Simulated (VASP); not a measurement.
Wanted: the native input for a VASP 6.6.1 run.

- Task: single point
- Functional: PBE
- Potentials or basis: VASP PAW PBE potentials, release 64 (Ni)
- Cutoff: 520 eV
- k mesh: 14 × 14 × 14
- Occupations: gaussian, width 0.15 eV
- Spin: collinear spin, ferromagnetic start
- Starting moments: [2.0] μB
- Dipole correction: no
- Further INCAR settings: ALGO = Normal; EDIFF = 1e-07; NBANDS = 15

The structure of Ni lies in POSCAR:

```
Ni
1.0
    0.0000000000      1.7721000000      1.7721000000
    1.7721000000      0.0000000000      1.7721000000
    1.7721000000      1.7721000000      0.0000000000
Ni
1
Direct
    0.0000000000      0.0000000000      0.0000000000
```

These files were run (other wordings do the same):

INCAR

```
SYSTEM = Ni
ALGO = Normal
EDIFF = 1E-7
ENCUT = 520
GGA = PE
ISIF = 2
ISMEAR = 0
ISPIN = 2
LASPH = .True.
LCHARG = .False.
LMAXMIX = 4
LORBIT = 11
LREAL = .False.
LWAVE = .False.
MAGMOM = 2
NBANDS = 15
NELM = 150
PREC = Accurate
SIGMA = 0.15
```

KPOINTS

```
k-points
0
Gamma
  14 14 14
  0 0 0
```

Potentials or basis: VASP PAW PBE potentials, release 64 (Ni).

The run is started by

```sh
$ cat potpaw_PBE.64/Ni/POTCAR > POTCAR
$ mpirun -np 1 vasp_std > vasp.out
```

Results of the run:

The pressure is -4.1 GPa and the net moment is 0.61 μB per cell. The site moments are Ni +0.62 μB and the valence electrons inside the program's atomic spheres are Ni 9.27.

Wall time 19 s on 1 thread of Intel(R) Xeon(R) 6975P-C (Granite Rapids), on a shared host, peak memory 0.14 GiB.
